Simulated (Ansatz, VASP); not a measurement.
**Two plane-wave programs on CuI**

```
Cu I
1.0
     4.12862    0.00000    0.00000
    -2.06431    3.57549    0.00000
     0.00000    0.00000    7.47811
Cu I
2 2
Direct
  0.66667 0.33333 0.58995
  0.33333 0.66667 0.41005
  0.33333 0.66667 0.75475
  0.66667 0.33333 0.24525
```

Alike in both runs: task single point; functional BLYP; k mesh 6 × 6 × 4; no spin polarisation.

|  | VASP | Ansatz |
| --- | --- | --- |
| version | VASP 6.6.1 | Ansatz 0.2.0 |
| potentials or method | VASP PAW PBE potentials, release 64 (Cu, I), cutoff 520 eV | plane waves, PAW |
| occupations | gaussian, width 0.01 eV | fixed |
| valence electrons in the cell | 36 | 72 |

|  | VASP | Ansatz | Ansatz less VASP |
| --- | --- | --- | --- |
| gap on the k mesh at the Fermi level (eV) | 1.75 | 1.71 | -0.033 |
| pressure (GPa) | 4.9 | 4.7 | -0.23 |
| traceless stress, the component that is largest in VASP (GPa) | 0.16 | 0.16 | -0.003 |

VASP's potentials were made for PBE, not for BLYP. VASP's potentials hold 36 valence electrons a cell and Ansatz's 72, so a difference there can come from the potentials and not from the codes.

Neither program's run includes spin-orbit coupling.
